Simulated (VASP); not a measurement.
The system is AlN.

```
Al N
1.0
     0.00000    2.18488    2.18488
     2.18488    0.00000    2.18488
     2.18488    2.18488    0.00000
Al N
1 1
Direct
  0.00000 0.00000 0.00000
  0.75000 0.75000 0.75000
```

Program: VASP 6.6.1. Alike in all runs: task single point; potentials or basis VASP PAW PBE potentials, release 64 (Al, N); no spin polarisation; cell as given; cutoff (eV) 520; smearing gaussian 0.01 eV.

Question: Order these runs on this cell by their band gap on the k mesh, lowest first.
A. level HSE06; k mesh 4 × 4 × 4; grid for exact exchange (PRECFOCK) Normal; screening parameter 0.2079 1/Å
B. level PBE; k mesh 8 × 8 × 8
C. level PBE-based screened hybrid; k mesh 4 × 4 × 4; grid for exact exchange (PRECFOCK) Normal; screening parameter 0.1 1/Å; share of exact exchange 0.3

Answer: B (3.32 eV), A (4.55 eV), C (5.26 eV).

Caveats: some runs use coarse meshes.

A k mesh can miss the band edges.
